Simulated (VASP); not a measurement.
A run of VASP 6.6.1 is set up as follows.

Contents of POSCAR:

```
HfO2
1.0
    3.4853863102      0.0000000000      0.0000000000
    0.0000000000      3.4853863102      0.0000000000
    0.0000000000      0.0000000000      5.0662833975
Hf O
2 4
Direct
    0.0000000000      0.0000000000      0.0000000000
    0.5000000000      0.5000000000      0.5000000000
    0.0000000000      0.5000000000      0.1972078800
    0.5000000000      0.0000000000      0.3027921200
    0.5000000000      0.0000000000      0.8027921200
    0.0000000000      0.5000000000      0.6972078800
```

File INCAR.step1:

```
  PREC = Accurate
  ENCUT = 520
  ISMEAR = -1
  SIGMA = 0.05
  LREAL = False
  LASPH = True
  NELM = 80
  NBANDS = 31
  GGA = PE
  ALGO = Normal
  EDIFF = 1E-4
  LWAVE = True
  LCHARG = False
```

The input INCAR.step2:

```
  PREC = Accurate
  ENCUT = 520
  EDIFF = 1E-7
  ISMEAR = -1
  SIGMA = 0.05
  LREAL = False
  LASPH = True
  NELM = 80
  ALGO = Normal
  ISIF = 2
  LWAVE = False
  LCHARG = True
  METAGGA = R2SCAN
  LMIXTAU = True
  LELF = True
  LVHAR = True
  NBANDS = 31
  ISTART = 1
```

File KPOINTS:

```
regular mesh
0
Gamma
  8 8 5
```

Potentials or basis: VASP PAW PBE potentials, release 64 (Hf_pv, O).

Run with:

```console
$ cat potpaw_PBE.64/Hf_pv/POTCAR potpaw_PBE.64/O/POTCAR > POTCAR
$ cp INCAR.step1 INCAR
$ mpirun -np 1 vasp_std > vasp.out
$ cp INCAR.step2 INCAR
$ mpirun -np 1 vasp_std > vasp.out
```

(1) Predict the largest force.

(2) What does it give for the pressure?

(3) Predict the band gap on the k mesh.

Answers

(1) 0.387 eV/Å.

(2) 19.6 GPa.

(3) 5.52 eV, indirect (least direct gap 5.63 eV).

Caveat: the PAW data sets were made with another functional, which shifts forces and pressure a little; spin-orbit coupling is left out, which moves the levels of the heavy elements.
